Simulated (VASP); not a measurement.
A run of VASP 6.6.1 is set up as follows.

POSCAR

```
Al2Cu
1.0
    4.1051820000      0.0000000000      0.0000000000
    0.0000000000      4.1051820000      0.0000000000
    0.0000000000      0.0000000000      2.8913130000
Al Cu
2 1
Direct
    0.5000000000      0.0000000000      0.5000000000
    0.0000000000      0.5000000000      0.5000000000
    0.0000000000      0.0000000000      0.0000000000
```

The input INCAR.step1:

```
SYSTEM = Al2Cu
ALGO = Normal
EDIFF = 1E-4
ENCUT = 520
GGA = PE
ISMEAR = -1
LASPH = .True.
LCHARG = .False.
LDAU = .True.
LDAUJ = 0 0
LDAUL = -1 2
LDAUTYPE = 2
LDAUU = 0 5
LMAXMIX = 4
LREAL = .False.
LWAVE = .True.
NBANDS = 16
NELM = 150
PREC = Accurate
SIGMA = 0.03
```

INCAR.step2

```
SYSTEM = Al2Cu
ALGO = Normal
EDIFF = 1E-8
ENCUT = 520
ISIF = 2
ISMEAR = -1
ISTART = 1
IVDW = 12
LASPH = .True.
LCHARG = .False.
LDAU = .True.
LDAUJ = 0 0
LDAUL = -1 2
LDAUPRINT = 1
LDAUTYPE = 2
LDAUU = 0 5
LEFG = .True.
LMAXMIX = 4
LMIXTAU = .True.
LREAL = .False.
LWAVE = .False.
METAGGA = R2SCAN
NBANDS = 16
NELM = 150
PREC = Accurate
SIGMA = 0.03
VDW_A1 = 0.49484001
VDW_A2 = 5.73083694
VDW_S6 = 1.0
VDW_S8 = 0.78981345
```

The input KPOINTS:

```
k-points
0
Gamma
  9 9 13
  0 0 0
```

Potentials or basis: VASP PAW PBE potentials, release 64 (Al, Cu).

Launch:

```sh
$ cat potpaw_PBE.64/Al/POTCAR potpaw_PBE.64/Cu/POTCAR > POTCAR
$ cp INCAR.step1 INCAR
$ mpirun -np 1 vasp_std > vasp.out
$ cp INCAR.step2 INCAR
$ mpirun -np 1 vasp_std > vasp.out
```

Q: Estimate the dispersion energy per atom.

A: -0.173 eV.

Q: What does it give for the band gap on the k mesh?

A: Zero (an odd number of electrons rules out a gap without spin polarisation).

Stress tensor (GPa, compression positive):
```
-3.65  0.00  0.00
 0.00 -3.65  0.00
 0.00  0.00 -5.27
```

Caveat: the cell stands under tension; without QUAD_EFG the Cq values of the log hold for a quadrupole moment of 1 mb, not for the nuclei; the PAW data sets were made with another functional, which shifts forces and pressure a little; U without spin polarisation on a metal has little footing; the U is typed as a test and isn't derived for this compound.
